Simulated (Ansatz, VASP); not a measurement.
C in VASP and in Ansatz

Contents of INCAR:

```
SYSTEM = C
PREC = Accurate
ENCUT = 520
EDIFF = 1E-6
ISMEAR = -1
SIGMA = 0.1
LREAL = .False.
LASPH = .True.
NELM = 80
ALGO = Normal
ISIF = 2
LWAVE = .False.
LCHARG = .False.
GGA = PE
NBANDS = 11
```

File KPOINTS:

```
regular mesh
0
Gamma
  18 18 18
  0 0 0
```

Contents of POSCAR:

```
C
1.0
    0.0000000000      1.7555413604      1.7555413604
    1.7555413604      0.0000000000      1.7555413604
    1.7555413604      1.7555413604      0.0000000000
C
2
Direct
   -0.1250000000     -0.1250000000     -0.1250000000
    0.1250000000      0.1250000000      0.1250000000
```

Input for Ansatz:

```yaml
crystal:
  lattice:
    - [0.0, 1.7555413604, 1.7555413604]
    - [1.7555413604, 0.0, 1.7555413604]
    - [1.7555413604, 1.7555413604, 0.0]
  atoms:
    - { symbol: C, position: [-0.125, -0.125, -0.125] }
    - { symbol: C, position: [0.125, 0.125, 0.125] }
kpoints:
  mp_grid: { grid: [18, 18, 18] }
scf:
  occupations: { method: fermi_dirac, width: 0.1 }
hamiltonian:
  xc: pbe
  pseudopotentials: { kind: all_electron, lapw: { basis_error: 0.001 } }
output:
  forces: true
  stress: true
  eigenvalues: true
  populations: true
```

Change from the starting cell: volume scaled by 0.95, LAPW.

Alike in both runs: task single point; functional PBE; k mesh 18 × 18 × 18; occupations fermi-dirac, width 0.1 eV; no spin polarisation.

```csv
,VASP,Ansatz
version,VASP 6.6.1,Ansatz 0.2.0
potentials or method,"VASP PAW PBE potentials, release 64 (C), cutoff 520 eV","all-electron LAPW, scalar-relativistic"
```

```tsv
	VASP	Ansatz	Ansatz less VASP
gap on the k mesh at the Fermi level (eV)	4.25	4.26	+0.009
pressure (GPa)	25.3	24.4	-0.87
```

Ansatz ran all-electron here, and VASP with PAW potentials.
